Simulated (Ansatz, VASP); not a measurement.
**One calculation of HfB2, two programs**

```
Hf B
1.0
     3.09756    0.00000    0.00000
    -1.54878    2.68257    0.00000
     0.00000    0.00000    3.43297
Hf B
1 2
Direct
  0.00000 0.00000 0.00000
  0.33333 0.66667 0.50000
  0.66667 0.33333 0.50000
```

Change from the starting cell: volume scaled by 0.96, crystal datasets.

Alike in both runs: task electric field gradients; functional PBEsol; k mesh 13 × 13 × 11; occupations fermi-dirac, width 0.05 eV; no spin polarisation.

```csv
,VASP,Ansatz
version,VASP 6.6.1,Ansatz 0.2.0
potentials or method,"VASP PAW PBE potentials, release 64 (Hf_pv, B), cutoff 520 eV","all-electron PAW with datasets made for the crystal, scalar-relativistic"
```

```tsv
	VASP	Ansatz	Ansatz less VASP
pressure (GPa)	6.5	6.5	+0.03
traceless stress, the component that is largest in VASP (GPa)	-1.59	-1.79	-0.209
size of Vzz on the site where it differs most (V/Å²)	81.8	116.1	+34.29
```

VASP's potentials were made for PBE, not for PBEsol. Ansatz ran all-electron here, and VASP with PAW potentials.

Neither program's run includes spin-orbit coupling.
